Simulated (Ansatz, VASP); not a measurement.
## Ta2N: VASP beside Ansatz

```
CELL_PARAMETERS angstrom
3.11286 0.00000 0.00000
-1.55643 2.69582 0.00000
0.00000 0.00000 4.86984
ATOMIC_POSITIONS crystal
Ta 0.66667 0.33333 0.74529
Ta 0.33333 0.66667 0.25471
N 0.01606 0.00000 0.00000
```

Alike in both runs: task single point; functional PBE; k mesh 12 × 12 × 7; no spin polarisation.

|  | VASP | Ansatz |
| --- | --- | --- |
| version | VASP 6.6.1 | Ansatz 0.2.0 |
| potentials or method | VASP PAW PBE potentials, release 64 (Ta_pv, N), cutoff 520 eV | plane waves, PAW |
| occupations | methfessel-paxton of order 1, width 0.1 eV | cold |
| valence electrons in the cell | 27 | 31 |

|  | VASP | Ansatz | Ansatz less VASP |
| --- | --- | --- | --- |
| rms of the force components (eV/Å) | 0.258 | 0.258 | +0.0006 |

Atom by atom the forces differ by 0.021 eV/Å (rms over components). VASP's potentials hold 27 valence electrons a cell and Ansatz's 31, so a difference there can come from the potentials and not from the codes.

Spin-orbit coupling is off throughout.
